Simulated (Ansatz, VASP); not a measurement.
## One calculation of TiB2, two programs

File INCAR:

```
SYSTEM = TiB2
  PREC = Accurate
  ENCUT = 520
  EDIFF = 1E-7
  ISMEAR = -1
  SIGMA = 0.03
  LREAL = .FALSE.
  LASPH = .TRUE.
  NELM = 60
  ALGO = Normal
  ISIF = 2
  LWAVE = .FALSE.
  LCHARG = .FALSE.
  GGA = PS
  NBANDS = 16
```

The input KPOINTS:

```
Automatic mesh
0
G
  14 14 11
  0 0 0
```

File POSCAR:

```
TiB2
1.0
    3.0291982016     -0.0302919820     -0.0302919820
   -1.5408327268      2.6385085867     -0.0110876350
   -0.0322840000     -0.0322840000      3.2284000000
Ti B
1 2
Direct
    0.0000000000      0.0000000000      0.0000000000
    0.3333333333      0.6666666667      0.5000000000
    0.6666666667      0.3333333333      0.5000000000
```

Input for Ansatz:

```yaml
crystal:
  lattice:
    - [3.0291982016, -0.030291982, -0.030291982]
    - [-1.5408327268, 2.6385085867, -0.011087635]
    - [-0.032284, -0.032284, 3.2284]
  atoms:
    - { symbol: Ti, position: [0.0, 0.0, 0.0] }
    - { symbol: B, position: [0.3333333333, 0.6666666667, 0.5] }
    - { symbol: B, position: [0.6666666667, 0.3333333333, 0.5] }
kpoints:
  mp_grid: { grid: [14, 14, 11] }
  band_path:
    path:
      - [0.0, 0.0, 0.0]
      - [0.0, 0.0, 0.5]
      - [-0.5, 0.5, 0.0]
      - [0.0, 0.0, 0.0]
      - [0.0, -0.5, 0.0]
      - [-0.5, 0.0, 0.5]
      - [0.0, 0.0, 0.0]
      - [-0.5, 0.0, 0.0]
      - [0.0, -0.5, 0.5]
    npoints: 5
scf:
  occupations: { method: fermi_dirac, width: 0.03 }
hamiltonian:
  xc: pbesol
  pseudopotentials: { kind: all_electron, lapw: { basis_error: 0.001 } }
output:
  forces: true
  stress: true
  eigenvalues: true
```

Change from the starting cell: equal xy, yz and zx shear strains of -2 %.

Alike in both runs: task single point; functional PBEsol; k mesh 14 × 14 × 11; occupations fermi-dirac, width 0.03 eV; no spin polarisation.

```csv
,VASP,Ansatz
version,VASP 6.6.1,Ansatz 0.2.0
potentials or method,"VASP PAW PBE potentials, release 64 (Ti_sv, B), cutoff 520 eV","all-electron LAPW, scalar-relativistic"
```

VASP gave:

| Item | Value |
| --- | --- |
| pressure (GPa) | -4.4 |
| traceless stress, the component that is largest in VASP (GPa) | 6.06 |
| rms of the force components (eV/Å) | 0.031 |

Question: Which values does Ansatz return?

Answer: Pressure (GPa): -4.8; traceless stress, the component that is largest in VASP (GPa): 6.06; rms of the force components (eV/Å): 0.030.

VASP's potentials were made for PBE, not for PBEsol. Atom by atom the forces differ by 0.001 eV/Å (rms over components). Ansatz ran all-electron here, and VASP with PAW potentials.
